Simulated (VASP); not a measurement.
The system is AlGa2N3.

```
CELL_PARAMETERS angstrom
3.40267 0.00000 0.00000
-1.70134 2.94680 0.00000
0.00000 0.00000 8.33481
ATOMIC_POSITIONS crystal
Al 0.66667 0.33333 0.33333
Ga 0.00000 0.00000 0.00000
Ga 0.33333 0.66667 0.66667
N 0.33333 0.66667 0.91667
N 0.66667 0.33333 0.58333
N 0.00000 0.00000 0.25000
```

* Program: VASP 6.6.1
* Task: relaxation of cell and atoms
* Functional: PBE
* Potentials or basis: VASP PAW PBE potentials, release 64 (Al, Ga_d, N)
* Cutoff: 600 eV
* k mesh: 6 × 6 × 2
* Occupations: gaussian, width 0.1 eV
* Spin: no spin polarisation

At the start: pressure -23.3 GPa; volume 13.93 Å³/atom.

Question: Where does the relaxation end?

Answer: Over 8 steps the energy falls by 230.9 meV/atom and the volume is 11.38 Å³/atom (-18.3 %); space group P3m1 (No. 156, to 0.05 Å).

The path:
| step | energy change (eV) | largest force (eV/Å) | pressure (GPa) | volume (Å³) |
| --- | --- | --- | --- | --- |
| 1 | 0.0000 | 0.7571 | -23.33 | 83.57 |
| 2 | -0.8944 | 0.5268 | 24.19 | 61.36 |
| 3 | -1.3620 | 0.5418 | 0.03 | 68.31 |
| 4 | -1.3619 | 0.5358 | 0.75 | 68.02 |
| 5 | -1.3819 | 0.2129 | 0.65 | 68.03 |
| 6 | -1.3832 | 0.2054 | 0.64 | 68.04 |
| 7 | -1.3843 | 0.1100 | -0.57 | 68.49 |
| 8 | -1.3851 | 0.0156 | -0.10 | 68.31 |

Final structure:
```
Al Ga N
1.0
     3.18134    0.00000    0.00000
    -1.59067    2.75512    0.00000
     0.00000    0.00000    7.79352
Al Ga N
1 2 3
Direct
  0.66667 0.33333 0.33300
  0.00000 0.00000 0.00270
  0.33333 0.66667 0.66412
  0.33333 0.66667 0.91642
  0.66667 0.33333 0.57669
  0.00000 0.00000 0.25707
```

Caveat: the volume moved by over 15 % at a fixed basis, so the end points are rough.
